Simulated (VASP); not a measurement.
# Si (I4/mcm) in VASP: a series of runs, part 2 of 2

VASP 6.6.1.

### 4 Relaxation of cell and atoms, PBE

INCAR reads:

```
PREC     = Accurate       # precision mode
ENCUT    = 600            # plane-wave cutoff, eV
EDIFF    = 1E-7           # SCF threshold, eV
ISMEAR   = 0              # smearing method
SIGMA    = 0.1            # smearing width, eV
LREAL    = False          # projectors in reciprocal space
LASPH    = True           # aspherical terms in the spheres
NELM     = 100            # most SCF steps
ALGO     = Normal         # electronic algorithm
ISIF     = 3              # what is computed and relaxed
LWAVE    = False          # write WAVECAR
LCHARG   = False          # write CHGCAR
GGA      = PE             # functional
IBRION   = 2              # ionic algorithm
NSW      = 90             # ionic steps
EDIFFG   = -0.04          # ionic threshold
```

KPOINTS reads:

```
Automatic mesh
0
Gamma
  4 4 4
```

POSCAR reads:

```
Si
1.0
   -2.9666793400      2.9666793400      4.7904356700
    2.9666793400     -2.9666793400      4.7904356700
    2.9666793400      2.9666793400     -4.7904356700
Si
12
Direct
    0.4753441000      0.6947535000      0.5000000000
    0.1947535000      0.9753441000      0.5000000000
    0.3052465000      0.8052465000      0.7805906100
    0.0246559000      0.5246559000      0.2194093900
    0.6947535000      0.1947535000      0.2194093900
    0.9753441000      0.4753441000      0.7805906100
    0.5246559000      0.3052465000      0.5000000000
    0.8052465000      0.0246559000      0.5000000000
    0.6218662800      0.6218662800      0.0000000000
    0.3781337200      0.3781337200      0.0000000000
    0.1218662800      0.1218662800      0.0000000000
    0.8781337200      0.8781337200      0.0000000000
```

Launch:

```sh
$ cat potpaw_PBE.64/Si/POTCAR > POTCAR
$ mpirun -np 1 vasp_std > vasp.out
```

Wall time 29 min (1 thread of Intel Xeon 6975P-C (Granite Rapids), shared host); peak memory 0.42 GiB.

It converged, with:

```
Free energy                            : -60.7831 eV
Relaxed volume                         : 18.27 Å³/atom
Relaxed cell                           : a = 7.672 Å, b = 7.672 Å, c = 7.672 Å, α = 135.43°, β = 135.43°, γ = 64.87°
Space group after relaxing (to 0.05 Å) : I4/mcm (No. 140)
Energy gained by relaxing              : 445.0 meV/atom
Ionic steps                            : 36
Pressure after relaxing                : 0.0 GPa
Largest force after relaxing           : 0.016 eV/Å
Band gap on the k mesh                 : zero (band 24 reaches 7.59 eV, above the bottom of band 25 at 6.41 eV)
```

Forces on the atoms (eV/Å):
```
Si   0.005 -0.005  0.000
Si  -0.005  0.005  0.000
Si  -0.005 -0.005  0.000
Si   0.005  0.005  0.000
Si   0.005  0.005  0.000
Si  -0.005 -0.005  0.000
Si  -0.005  0.005  0.000
Si   0.005 -0.005  0.000
Si   0.000  0.000  0.016
Si   0.000  0.000 -0.016
Si   0.000  0.000  0.016
Si   0.000  0.000 -0.016
```

Stress tensor (GPa, compression positive):
```
 0.07  0.00  0.00
 0.00  0.07  0.00
 0.00  0.00 -0.17
```

Step by step:
| step | energy change (eV) | largest force (eV/Å) | pressure (GPa) | volume (Å³) |
| --- | --- | --- | --- | --- |
| 1 | 0.0000 | 2.5144 | 30.72 | 168.65 |
| 2 | -2.3625 | 0.4225 | -10.71 | 243.35 |
| 3 | -3.8064 | 0.4829 | -1.32 | 208.49 |
| 4 | -3.8074 | 0.4989 | -0.95 | 207.64 |
| 5 | -4.0181 | 0.3104 | -0.17 | 206.48 |
| 6 | -4.0419 | 0.3191 | 0.23 | 206.02 |
| 7 | -4.0526 | 0.4766 | 1.14 | 205.04 |
| 8 | -4.1208 | 0.1506 | 0.03 | 208.55 |
| 9 | -4.1226 | 0.1503 | -0.14 | 209.17 |
| 10 | -4.1324 | 0.1286 | 0.20 | 208.71 |
| 11 | -4.1416 | 0.1483 | 0.92 | 207.77 |
| 12 | -4.1458 | 0.1530 | 0.89 | 207.98 |
| 13 | -4.1588 | 0.1704 | 0.80 | 208.62 |
| 14 | -4.1869 | 0.1964 | 0.60 | 209.90 |
| 15 | -4.2335 | 0.2478 | 0.20 | 212.45 |
| 16 | -4.2262 | 0.6024 | -0.26 | 217.57 |
| 17 | -4.2489 | 0.3816 | -0.05 | 214.76 |
| 18 | -4.2567 | 0.3903 | -0.08 | 215.11 |
| 19 | -4.2778 | 0.4222 | -0.16 | 216.13 |
| 20 | -4.3110 | 0.5107 | -0.30 | 218.15 |
| 21 | -4.3491 | 0.8019 | -0.56 | 222.13 |
| 22 | -4.4180 | 0.8273 | -0.67 | 223.15 |
| 23 | -4.5761 | 0.9296 | -0.85 | 226.05 |
| 24 | -4.4481 | 1.4931 | -0.81 | 231.11 |
| 25 | -4.5952 | 1.0951 | -0.83 | 227.69 |
| 26 | -4.7645 | 0.9376 | -0.98 | 227.40 |
| 27 | -5.1350 | 0.5417 | -1.32 | 226.31 |
| 28 | -4.8670 | 0.5821 | -1.20 | 223.25 |
| 29 | -5.2053 | 0.3883 | -1.52 | 225.46 |
| 30 | -5.2060 | 0.3948 | -1.51 | 225.57 |
| 31 | -5.2608 | 0.3490 | -0.64 | 222.57 |
| 32 | -5.3015 | 0.2665 | 1.15 | 217.22 |
| 33 | -5.3310 | 0.1283 | 0.47 | 218.38 |
| 34 | -5.3385 | 0.1119 | -0.07 | 219.37 |
| 35 | -5.3385 | 0.1085 | -0.05 | 219.33 |
| 36 | -5.3397 | 0.0165 | -0.01 | 219.25 |

Final structure:
```cif
data_structure
_symmetry_space_group_name_H-M 'P 1'
_symmetry_Int_Tables_number 1
_cell_length_a 7.6719
_cell_length_b 7.6719
_cell_length_c 7.6719
_cell_angle_alpha 135.427
_cell_angle_beta 135.427
_cell_angle_gamma 64.868
_cell_volume 219.25
loop_
_atom_site_label
_atom_site_type_symbol
_atom_site_fract_x
_atom_site_fract_y
_atom_site_fract_z
_atom_site_occupancy
Si1 Si 0.47859 0.67598 0.50000 1
Si2 Si 0.17598 0.97859 0.50000 1
Si3 Si 0.32403 0.82402 0.80261 1
Si4 Si 0.02141 0.52141 0.19739 1
Si5 Si 0.67598 0.17597 0.19739 1
Si6 Si 0.97859 0.47859 0.80261 1
Si7 Si 0.52141 0.32402 0.50000 1
Si8 Si 0.82402 0.02141 0.50000 1
Si9 Si 0.59048 0.59048 0.00000 1
Si10 Si 0.40952 0.40952 0.00000 1
Si11 Si 0.09048 0.09048 0.00000 1
Si12 Si 0.90952 0.90952 0.00000 1
```

Levels at points of the mesh, in eV from the Fermi level:
| k point | band 21 | band 22 | band 23 | band 24 | band 25 | band 26 | band 27 | band 28 |
| --- | --- | --- | --- | --- | --- | --- | --- | --- |
| (0.00, 0.00, 0.00) | -1.95 | -1.39 | -1.39 | -0.23 | 0.10 | 0.10 | 0.43 | 1.52 |
| (0.50, 0.00, 0.00) | -1.32 | -1.32 | 0.11 | 0.11 | 0.36 | 0.36 | 0.74 | 0.74 |
| (0.50, 0.50, 0.00) | -1.81 | -1.56 | -1.27 | -0.96 | -0.65 | -0.44 | 0.36 | 0.53 |
| (0.50, 0.50, 0.50) | -2.80 | -2.58 | -1.74 | -0.40 | 1.50 | 1.50 | 2.51 | 2.57 |

Caveat: the k points lie up to 0.38 Å⁻¹ apart in the final cell; the volume moved by over 15 % at a fixed basis, so the end points are rough.

### 5 Overview

```csv
task,cell,cutoff (eV),gap on the mesh (eV),pressure (GPa),largest force (eV/Å)
single point,"a = 6.368 Å, angles 124.5, 124.5, 82.4°, 12 atoms",520,none,30.7,2.51
single point,"a = 7.669 Å, angles 135.4, 135.4, 65.0°, 12 atoms",520,none,-0.1,0.01
relaxation of cell and atoms,"relaxed from a = 6.368 Å, angles 124.5, 124.5, 82.4°, 12 atoms",600,none,0.0,0.02
```

Alike in all rows: level PBE; potentials or basis VASP PAW PBE potentials, release 64 (Si); no spin polarisation; k mesh 4 × 4 × 4; smearing gaussian 0.1 eV.

Caveats: all runs use coarse meshes; forces of over 1 eV/Å act on the atoms, so gaps and moduli don't describe the material at rest (some runs); the volume moved by over 15 % at a fixed basis, so the end points are rough (some runs).

Absolute energies hang on the potentials; compare differences alone.
